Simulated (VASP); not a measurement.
# Ti3C in VASP: further runs

Ti3C is run at these levels: PBE; tasks: single point.

Program: VASP 6.6.1. These are calculated values, not measurements. Logs are shortened: lines on timing, memory, paths and dates and some standing lists are left out, and cuts for length are marked.

## 1. The cell of the first run

The cell holds a slab with vacuum, 4 atoms: a = 2.908 Å, b = 2.908 Å, c = 19.994 Å, α = 90.00°, β = 90.00°, γ = 120.00°.

## 2. Single point, PBE

INCAR reads:

```
SYSTEM = Ti3C
PREC = Accurate ; ENCUT = 520
EDIFF = 1E-6 ; ISMEAR = 0
SIGMA = 0.1 ; LREAL = .False.
LASPH = .True. ; NELM = 100
ALGO = Normal ; ISIF = 2
LWAVE = .False. ; LCHARG = .False.
LDIPOL = .True. ; IDIPOL = 3
DIPOL = 0.5 0.5 0.355 ; GGA = PE
NBANDS = 28
```

KPOINTS reads:

```
regular mesh
0
Gamma
  9 9 1
  0 0 0
```

POSCAR reads:

```
Ti3C
1.0
    2.9075446938      0.0000000000      0.0000000000
   -1.4537723469      2.5180075675      0.0000000000
    0.0000000000      0.0000000000     19.9935259089
Ti C
3 1
Direct
    0.6666666667      0.3333333334      0.2000647619
    0.3333333333      0.6666666666      0.3124429307
    0.0000000000      0.0000000000      0.4248138096
    0.0000000000      0.5000000000      0.4839466188
```

Potentials or basis: VASP PAW PBE potentials, release 64 (Ti_sv, C).

Launch:

```console
> cat potpaw_PBE.64/Ti_sv/POTCAR potpaw_PBE.64/C/POTCAR > POTCAR
> mpirun -np 1 vasp_std > vasp.out
```

OUTCAR:

```text
SYSTEM = Ti3C
   PREC = Accurate
   ENCUT = 520
   EDIFF = 1E-6
   ISMEAR = 0
   LREAL = .False.
   LASPH = .True.
   NELM = 100
   ISIF = 2
   GGA = PE

 ion  position               nearest neighbor table
   1  0.667  0.333  0.200-   2 2.80   2 2.80   2 2.80
   2  0.333  0.667  0.312-   3 2.80   3 2.80   3 2.80   1 2.80   1 2.80   1 2.80
   3  0.000  0.000  0.425-   4 1.87   4 1.87   2 2.80   2 2.80   2 2.80
   4  0.000  0.500  0.484-   3 1.87   3 1.87

  LATTYP: Found a hexagonal cell.
 ALAT       =     2.9075446938
 C/A-ratio  =     6.8764294325

  Lattice vectors:

 A1 = (   2.9075446938,   0.0000000000,   0.0000000000)
 A2 = (  -1.4537723469,   2.5180075675,   0.0000000000)
 A3 = (   0.0000000000,   0.0000000000,  19.9935259089)

Analysis of symmetry for initial positions (statically):
=====================================================================
 Subroutine PRICEL returns:
 Original cell was already a primitive cell.

 Routine SETGRP: Setting up the symmetry group for a
 hexagonal supercell.

 Subroutine GETGRP returns: Found  2 space group operations
 (whereof  2 operations were pure point group operations)
 out of a pool of 24 trial point group operations.

The static configuration has the point symmetry C_1h.

Analysis of symmetry for dynamics (positions and initial velocities):
=====================================================================
 Subroutine PRICEL returns:
 Original cell was already a primitive cell.

 Routine SETGRP: Setting up the symmetry group for a
 hexagonal supercell.

 Subroutine GETGRP returns: Found  2 space group operations
 (whereof  2 operations were pure point group operations)
 out of a pool of 24 trial point group operations.

The dynamic configuration has the point symmetry C_1h.

 Subroutine INISYM returns: Found  2 space group operations
 (whereof  2 operations are pure point group operations),
 and found     1 'primitive' translations

----------------------------------------------------------------------------------------

                                     Primitive cell

  volume of cell :     146.3770

  direct lattice vectors                    reciprocal lattice vectors
     2.907544694  0.000000000  0.000000000     0.343932804  0.198569697  0.000000000
    -1.453772347  2.518007568  0.000000000     0.000000000  0.397139394  0.000000000
     0.000000000  0.000000000 19.993525909     0.000000000  0.000000000  0.050016190

  length of vectors
     2.907544694  2.907544694 19.993525909     0.397139394  0.397139394  0.050016190

  position of ions in fractional coordinates (direct lattice)
     0.666666667  0.333333333  0.200064762
     0.333333333  0.666666667  0.312442931
     0.000000000  0.000000000  0.424813810
     0.000000000  0.500000000  0.483946619

  ion indices of the primitive-cell ions
   primitive index   ion index
                 1           1
                 2           2
                 3           3
                 4           4

----------------------------------------------------------------------------------------

 KPOINTS: regular mesh

Automatic generation of k-mesh.
 Grid dimensions read from file:
 generate k-points for:    9    9    1

 Generating k-lattice:

  Cartesian coordinates                     Fractional coordinates (reciprocal lattice)
     0.038214756  0.022063300  0.000000000     0.111111111 -0.000000000  0.000000000
     0.000000000  0.044126599  0.000000000     0.000000000  0.111111111  0.000000000
     0.000000000  0.000000000  0.050016190     0.000000000  0.000000000  1.000000000

  Length of vectors
     0.044126599  0.044126599  0.050016190

  Shift w.r.t. Gamma in fractional coordinates (k-lattice)
     0.000000000  0.000000000  0.000000000

 Subroutine IBZKPT returns following result:
 ===========================================

 Found     25 irreducible k-points:

 Following reciprocal coordinates:
            Coordinates               Weight
  0.000000  0.000000  0.000000      1.000000
  0.111111 -0.000000  0.000000      2.000000
  0.000000  0.111111  0.000000      4.000000
  0.222222  0.000000  0.000000      2.000000
  0.000000  0.222222  0.000000      4.000000
  0.333333 -0.000000  0.000000      2.000000
[... 16 lines left out ...]
 -0.222222 -0.444444  0.000000      4.000000
  0.444444  0.333333  0.000000      4.000000
   k-points           NKPTS =     25   k-points in BZ     NKDIM =     25   number of bands    NBANDS=     28
   number of dos      NEDOS =    301   number of ions     NIONS =      4
   total plane-waves  NPLWV =  86400
   dimension x,y,z NGX =    24 NGY =   24 NGZ =  150
   dimension x,y,z NGXF=    48 NGYF=   48 NGZF=  300
   ions per type =               3   1
   NGX,Y,Z   is equivalent  to a cutoff of  13.72, 13.72, 12.47 a.u.
   NGXF,Y,Z  is equivalent  to a cutoff of  27.45, 27.45, 24.94 a.u.
 SYSTEM =  Ti3C
   PREC   = accura    normal or accurate (medium, high low for compatibility)
   ISTART =      0    job   : 0-new  1-cont  2-samecut
   ICHARG =      2    charge: 1-file 2-atom 10-const
   ISPIN  =      1    spin polarized calculation?
   LNONCOLLINEAR =      F non collinear calculations
   LSORBIT =      F    spin-orbit coupling
   LASPH  =      T    aspherical Exc in radial PAW
   ENCUT  =  520.0 eV  38.22 Ry    6.18 a.u.   5.41  5.41 37.17*2*pi/ulx,y,z
   NELM   =    100;   NELMIN=  2; NELMDL= -5     # of ELM steps
   EDIFF  = 0.1E-05   stopping-criterion for ELM
   LREAL  =      F    real-space projection
   EDIFFG = 0.1E-04   stopping-criterion for IOM
   NSW    =      0    number of steps for IOM
   IBRION =     -1    ionic relax: 0-MD 1-quasi-New 2-CG
   NFREE  =      0    steps in history (QN), initial steepest desc. (CG)
   ISIF   =      2    stress and relaxation
   ISYM   =      2    0-nonsym 1-usesym 2-fastsym
   POTIM  = 0.5000    time-step for ionic-motion
   TEBEG  =    0.0;   TEEND  =   0.0 temperature during run
   PSTRESS=    0.0 pullay stress
   NELECT =      40.0000    total number of electrons
   NUPDOWN=      -1.0000    fix difference up-down
   EMIN   =  10.00;   EMAX   =-10.00  energy-range for DOS
   EFERMI =   0.00;   METHOD = LEGACY
   ISMEAR =     0;   SIGMA  =   0.10  broadening in eV -4-tet -1-fermi 0-gaus
   EFERMI_NEDOS =   21; number of points for ismear=-14 and -15
   IALGO  =     38    algorithm
   IMIX   =      4    mixing-type and parameters
     AMIX     =   0.40;   BMIX     =  1.00
     AMIX_MAG =   1.60;   BMIX_MAG =  1.00
  volume/ion in A,a.u.               =      36.59       246.95
  Fermi-wavevector in a.u.,A,eV,Ry     =   1.062357  2.007564 15.355573  1.128603
  Thomas-Fermi vector in A             =   2.197805
   LORBIT       =      0    0 simple, 1 ext, 2 COOP (PROOUT), +10 PAW based schemes
   GGA     = PE    functional components
   LHFCALC =     F    Hartree Fock is set to
   AEXX    =    0.0000 exact exchange contribution
   IVDW    =     0    specifies the selected vdW correction
   LEPSILON=     F    determine dielectric tensor
   LRPA    =     F    only Hartree local field effects (RPA)
 non-spin polarized calculation
 Gauss-broadening in eV      SIGMA  =   0.10
  energy-cutoff  :      520.00
  volume of cell :      146.38
 maximum number of plane-waves:      4011
 NGX is ok and might be reduce to    24
   NGX = 11   NGY = 11   NGZ = 75

 number of electron      39.9999994 magnetization

 dipolmoment           0.000000      0.000000      0.074553 electrons x Angstroem

 Free energy of the ion-electron system (eV)
  ---------------------------------------------------
  ext. energy  EPLUGINS =         0.00000000
  ---------------------------------------------------
  free energy    TOTEN  =       -28.66957252 eV

  energy without entropy =      -28.63649869  energy(sigma->0) =      -28.65303561

 E-fermi :  -0.0977     XC(G=0):  -5.4350

 val. band max:       -0.1101134558   @ k =   0.4444   0.3333   0.0000
 cond. band min:      -0.0741166821   @ k =   0.0000   0.0000   0.0000
 fundamental gap:      0.0359967737
 Fermi energy:        -0.0976761037

 k-point     1 :       0.0000    0.0000    0.0000
  band No.  band energies     occupation
      1     -56.9753      2.00000
      2     -56.6733      2.00000
      3     -55.8993      2.00000
      4     -33.3909      2.00000
      5     -32.9336      2.00000
      6     -32.9282      2.00000
[... 20 lines left out ...]
     27       1.9941      0.00000
     28       2.2394      0.00000

 k-point     2 :       0.1111   -0.0000    0.0000
  band No.  band energies     occupation
      1     -56.9652      2.00000
      2     -56.6643      2.00000
      3     -55.8896      2.00000
      4     -33.3740      2.00000
      5     -33.0108      2.00000
      6     -32.9404      2.00000
[... 20 lines left out ...]
     27       1.8123      0.00000
     28       2.3100      0.00000

 k-point     3 :       0.0000    0.1111    0.0000
  band No.  band energies     occupation
      1     -56.9652      2.00000
      2     -56.6643      2.00000
      3     -55.8888      2.00000
      4     -33.3739      2.00000
      5     -33.0079      2.00000
      6     -32.9438      2.00000
[... 20 lines left out ...]
     27       2.1066      0.00000
     28       2.2134      0.00000

 k-point     4 :       0.2222    0.0000    0.0000
  band No.  band energies     occupation
      1     -56.9395      2.00000
      2     -56.6414      2.00000
      3     -55.8650      2.00000
      4     -33.3351      2.00000
      5     -33.1627      2.00000
      6     -32.9774      2.00000
[... 578 lines left out ...]
     27       3.2482      0.00000
     28       3.5255      0.00000

 k-point    23 :      -0.2222   -0.4444    0.0000
  band No.  band energies     occupation
      1     -56.8824      2.00000
      2     -56.5906      2.00000
      3     -55.8038      2.00000
      4     -33.3865      2.00000
      5     -33.2574      2.00000
      6     -33.1934      2.00000
[... 20 lines left out ...]
     27       2.7323      0.00000
     28       3.5021      0.00000

 k-point    24 :       0.4444    0.3333    0.0000
  band No.  band energies     occupation
      1     -56.8824      2.00000
      2     -56.5905      2.00000
      3     -55.8052      2.00000
      4     -33.3879      2.00000
      5     -33.2584      2.00000
      6     -33.1915      2.00000
[... 20 lines left out ...]
     27       2.7546      0.00000
     28       3.4515      0.00000

 [... further k-points ...]

------------------------ aborting loop because EDIFF is reached ----------------------------------------

 vacuum level on the upper side and lower side of the slab       (xc-potential included)         0.698        -1.136

  FORCE on cell =-STRESS in cart. coord.  units (eV):
  Direction    XX          YY          ZZ          XY          YZ          ZX
  --------------------------------------------------------------------------------------
  -------------------------------------------------------------------------------------
  Total        1.8131137      5.3067264      1.9540882     -3.0255573      0.4438388      0.7687509
  in kB       19.8455350     58.0850624     21.3885791    -33.1164021      4.8580617      8.4144053
  external PRESSURE =      33.1063922 kB  Pullay stress =       0.0000000 kB

 VOLUME and BASIS-vectors are now :
 -----------------------------------------------------------------------------
  energy-cutoff  :      520.00
  volume of cell :      146.38
      direct lattice vectors                 reciprocal lattice vectors
     2.907544694  0.000000000  0.000000000     0.343932804  0.198569697  0.000000000
    -1.453772347  2.518007568  0.000000000     0.000000000  0.397139394  0.000000000
     0.000000000  0.000000000 19.993525909     0.000000000  0.000000000  0.050016190

 POSITION                                       TOTAL-FORCE (eV/Angst)
 -----------------------------------------------------------------------------------
      1.45377      0.83934      4.00000        -0.002489     -0.001437      0.290931
     -0.00000      1.67867      6.24684        -0.345711     -0.199596     -1.437291
      0.00000      0.00000      8.49353         0.364445      0.210413      1.100671
     -0.72689      1.25900      9.67580        -0.016245     -0.009379      0.045688
 -----------------------------------------------------------------------------------
    total drift:                                0.000019      0.000011     -0.000490

  FREE ENERGIE OF THE ION-ELECTRON SYSTEM (eV)
  ---------------------------------------------------
  free  energy   TOTEN  =       -28.6695725235 eV

  energy  without entropy=      -28.6364986914  energy(sigma->0) =      -28.65303561

 vacuum level on the upper side and lower side of the slab         6.075         4.170
```

Run time: 5.6 min. Hardware: 1 thread of AMD EPYC 7R43 (Zen 3), shared host; peak memory 0.27 GiB.

Results:

```
Free energy            : -28.6696 eV
Largest force          : 1.492 eV/Å
Band gap on the k mesh : zero (band 20 reaches 0.62 eV, above the bottom of band 21 at -0.54 eV)
```

Forces in eV/Å, atoms in the order of the input:
```
Ti  -0.002 -0.001  0.291
Ti  -0.346 -0.200 -1.437
Ti   0.364  0.210  1.101
C   -0.016 -0.009  0.046
```

(Continued in part 2 of 2.)
